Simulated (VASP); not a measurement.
A run of VASP 6.6.1 is set up as follows.

Contents of INCAR:

```
SYSTEM = CsPbCl3
  PREC = Accurate
  ENCUT = 520
  EDIFF = 1E-6
  ISMEAR = 0
  SIGMA = 0.01
  LREAL = .False.
  LASPH = .True.
  NELM = 60
  ALGO = Normal
  ISIF = 2
  LWAVE = .False.
  LCHARG = .False.
  GGA = PE
  NBANDS = 30
```

Contents of KPOINTS:

```
regular mesh
0
Gamma
  8 8 8
  0 0 0
```

Contents of POSCAR:

```
CsPbCl3
1.0
    5.6050000000      0.0000000000      0.0000000000
    0.0000000000      5.6050000000      0.0000000000
    0.0000000000      0.0000000000      5.6050000000
Cs Pb Cl
1 1 3
Direct
    0.0000000000      0.0000000000      0.0000000000
    0.5000000000      0.5000000000      0.5000000000
    0.5000000000      0.5000000000      0.0000000000
    0.0000000000      0.5000000000      0.5000000000
    0.5000000000      0.0000000000      0.5000000000
```

Potentials or basis: VASP PAW PBE potentials, release 64 (Cs_sv, Pb_d, Cl).

Command:

```sh
$ cat potpaw_PBE.64/Cs_sv/POTCAR potpaw_PBE.64/Pb_d/POTCAR potpaw_PBE.64/Cl/POTCAR > POTCAR
$ mpirun -np 1 vasp_std > vasp.out
```

Task: Estimate the band gap on the k mesh.

Result: 1.94 eV.

Task: Predict the pressure.

Result: 1.7 GPa.

Caveat: spin-orbit coupling is left out, which moves the levels of the heavy elements. A k mesh can miss the band edges.
